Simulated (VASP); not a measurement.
The system is Zn2C.

```
C Zn
1.0
     0.00000    2.57795    2.57795
     2.57795    0.00000    2.57795
     2.57795    2.57795    0.00000
C Zn
1 2
Direct
  0.00000 0.00000 0.00000
  0.25000 0.25000 0.25000
  0.75000 0.75000 0.75000
```

Base run:

| Quantity | Value |
| --- | --- |
| Program | VASP 6.6.1 |
| Functional | PBE |
| Potentials or basis | VASP PAW PBE potentials, release 64 (C, Zn) |
| Cutoff | 520 eV |
| k mesh | 6 × 6 × 6 |
| Occupations | fermi-dirac, width 0.02 eV |
| Spin | no spin polarisation |

Its results: band gap on the k mesh zero (filled and empty bands touch); pressure 4.8 GPa.

Task: The run is repeated on the same cell with these changes: functional from PBE to r2SCAN; further incar settings from ALGO = Normal; EDIFF = 1e-06; NBANDS = 21 to ALGO = Normal; EDIFF = 1e-07; NBANDS = 21. What comes out?

Result: Band gap on the k mesh 0.12 eV, direct; pressure 0.5 GPa.

Caveats: the PAW data sets were made with another functional, which shifts forces and pressure a little (some runs).

